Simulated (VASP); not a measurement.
SnO2:

```
CELL_PARAMETERS angstrom
0.00000 2.60802 2.60802
2.60802 0.00000 2.60802
2.60802 2.60802 0.00000
ATOMIC_POSITIONS crystal
Sn 0.00000 0.00000 0.00000
O 0.75000 0.75000 0.75000
O 0.25000 0.25000 0.25000
```

Base run:

| Property | Result |
| --- | --- |
| Program | VASP 6.6.1 |
| Functional | r2SCAN |
| Potentials or basis | VASP PAW PBE potentials, release 64 (Sn_d, O) |
| Cutoff | 520 eV |
| k mesh | 9 × 9 × 9 |
| Occupations | fermi-dirac, width 0.05 eV |
| Spin | no spin polarisation |

Its results: pressure -15.0 GPa.

Q: The run is repeated on the same cell with these changes: functional from r2SCAN to PBEsol. What comes out?

A: Pressure -12.8 GPa.

Caveats: the PAW data sets were made with another functional, which shifts forces and pressure a little.
